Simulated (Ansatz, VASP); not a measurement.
## One calculation of BN, two programs

```
B N
1.0
     0.00000    1.84245    1.84245
     1.84245    0.00000    1.84245
     1.84245    1.84245    0.00000
B N
1 1
Direct
  0.00000 0.00000 0.00000
  0.25000 0.25000 0.25000
```

Alike in both runs: task single point; functional LDA; k mesh 12 × 12 × 12; occupations gaussian, width 0.02 eV; no spin polarisation.

|  | VASP | Ansatz |
| --- | --- | --- |
| version | VASP 6.6.1 | Ansatz 0.2.0 |
| potentials or method | VASP PAW LDA potentials, release 64 (B, N), cutoff 600 eV | scalar-relativistic, plane waves, PAW |
| valence electrons in the cell | 8 | 8 |

VASP gave:

```
gap on the k mesh at the Fermi level (eV) : 4.27
least direct gap on the mesh (eV)         : 8.41
```

Q: What did Ansatz give for the same quantities?

A: gap on the k mesh at the Fermi level (eV): 4.29; least direct gap on the mesh (eV): 8.43.

LDA's correlation is that of Perdew and Zunger in VASP and of Perdew and Wang (1992) in Ansatz.
